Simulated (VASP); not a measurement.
Input of a VASP 6.6.1 run:

Contents of INCAR:

```
ALGO = Normal ; EDIFF = 1E-6
ENCUT = 520 ; GGA = CA
ISIF = 2 ; ISMEAR = -1
LASPH = True ; LCHARG = False
LREAL = False ; LWAVE = False
NBANDS = 38 ; NELM = 100
PREC = Accurate ; SIGMA = 0.15
```

Contents of KPOINTS:

```
k-points
0
Gamma
  3 3 4
```

File POSCAR:

```
Zr2N
1.0
    5.4130030000      0.0000000000      0.0000000000
    0.0000000000      5.4130030000      0.0000000000
    0.0000000000      0.0000000000      3.3077890000
Zr N
4 2
Direct
    0.2961250000      0.2961250000      0.0000000000
    0.7038750000      0.7038750000      0.0000000000
    0.7961250000      0.2038750000      0.5000000000
    0.2038750000      0.7961250000      0.5000000000
    0.0000000000      0.0000000000      0.0000000000
    0.5000000000      0.5000000000      0.5000000000
```

Potentials or basis: VASP PAW LDA potentials, release 64 (Zr_sv, N).

Command:

```bash
$ cat potpaw_LDA.64/Zr_sv/POTCAR potpaw_LDA.64/N/POTCAR > POTCAR
$ mpirun -np 1 vasp_std > vasp.out
```

(1) Estimate the largest force.

(2) What does it give for the band gap on the k mesh?

Answers

(1) 0.025 eV/Å.

(2) zero (bands 29 and 30 overlap by 2.14 eV).

Caveat: the k points lie up to 0.47 Å⁻¹ apart, too coarse for converged energies and pressures of a metal.
